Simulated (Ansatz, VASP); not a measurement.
## MgO: VASP beside Ansatz

INCAR

```
SYSTEM = MgO
PREC = Accurate
ENCUT = 750
EDIFF = 1E-6
ISMEAR = 0
SIGMA = 0.05
LREAL = .FALSE.
LASPH = .TRUE.
NELM = 120
ALGO = Normal
ISIF = 2
LWAVE = .FALSE.
LCHARG = .TRUE.
LELF = .TRUE.
LVHAR = .TRUE.
NBANDS = 15
GGA_COMPAT = .FALSE.
```

KPOINTS

```
regular mesh
0
G
  9 9 8
  0 0 0
```

File POSCAR:

```
MgO
1.0
    3.0261615305      0.0000000000      0.0000000000
   -1.5130807653      2.6207327614      0.0000000000
    0.0000000000      0.0000000000      2.7600704000
Mg O
1 1
Direct
    0.0000000000      0.0000000000      0.0000000000
    0.3333333333      0.6666666667      0.5000000000
```

Input for Ansatz:

```yaml
crystal:
  lattice:
    - [3.0261615305, 0.0, 0.0]
    - [-1.5130807653, 2.6207327614, 0.0]
    - [0.0, 0.0, 2.7600704]
  atoms:
    - { symbol: Mg, position: [0.0, 0.0, 0.0] }
    - { symbol: O, position: [0.3333333333, 0.6666666667, 0.5] }
basis:
  ecutwfc: 420
kpoints:
  mp_grid: { grid: [9, 9, 8] }
hamiltonian:
  xc: lda
scf:
  occupations: { method: gaussian, width: 0.05 }
output:
  forces: true
  stress: true
  eigenvalues: true
```

Change from the starting cell: strain +0.030 along x and y, +0.030 along z, atoms carried along.

Alike in both runs: task single point; functional LDA; k mesh 9 × 9 × 8; occupations gaussian, width 0.05 eV; no spin polarisation.

|  | VASP | Ansatz |
| --- | --- | --- |
| version | VASP 6.6.1 | Ansatz 0.2.0 |
| potentials or method | VASP PAW LDA potentials, release 64 (Mg_sv, O), cutoff 750 eV | scalar-relativistic, plane waves, PAW |
| valence electrons in the cell | 16 | 16 |

Ansatz gave:

- gap on the k mesh at the Fermi level (eV): 2.33
- least direct gap on the mesh (eV): 2.71
- pressure (GPa): -18.1
- traceless stress, the component that is largest in VASP (GPa): -2.44

Task: Estimate VASP's values.

Result: gap on the k mesh at the Fermi level (eV): 2.34; least direct gap on the mesh (eV): 2.73; pressure (GPa): -18.4; traceless stress, the component that is largest in VASP (GPa): -2.36.

LDA's correlation is that of Perdew and Zunger in VASP and of Perdew and Wang (1992) in Ansatz.
